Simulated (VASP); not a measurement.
A run of VASP 6.6.1 is set up as follows.

File INCAR:

```
SYSTEM = MgSe
PREC = Accurate
ENCUT = 520
EDIFF = 1E-8
ISMEAR = -1
SIGMA = 0.02
LREAL = .False.
LASPH = .True.
NELM = 120
ALGO = Normal
ISIF = 2
LWAVE = .False.
LCHARG = .False.
GGA = PE
LEFG = .True.
NBANDS = 11
GGA_COMPAT = .False.
```

File KPOINTS:

```
Automatic mesh
0
Gamma
  8 8 8
  0 0 0
```

The input POSCAR:

```
MgSe
1.0
    0.0000000000      2.7435501949      2.7435501949
    2.7435501949      0.0000000000      2.7435501949
    2.7435501949      2.7435501949      0.0000000000
Mg Se
1 1
Direct
    0.0000000000      0.0000000000      0.0000000000
    0.5000000000      0.5000000000      0.5000000000
```

Potentials or basis: VASP PAW PBE potentials, release 64 (Mg, Se).

Command:

```console
$ cat potpaw_PBE.64/Mg/POTCAR potpaw_PBE.64/Se/POTCAR > POTCAR
$ mpirun -np 1 vasp_std > vasp.out
```

Question: Predict the band gap on the k mesh.

Answer: 1.77 eV, indirect (least direct gap 2.47 eV).

Question: Predict the pressure.

Answer: 0.6 GPa.

Caveat: without QUAD_EFG the Cq values of the log hold for a quadrupole moment of 1 mb, not for the nuclei. A k mesh can miss the band edges.
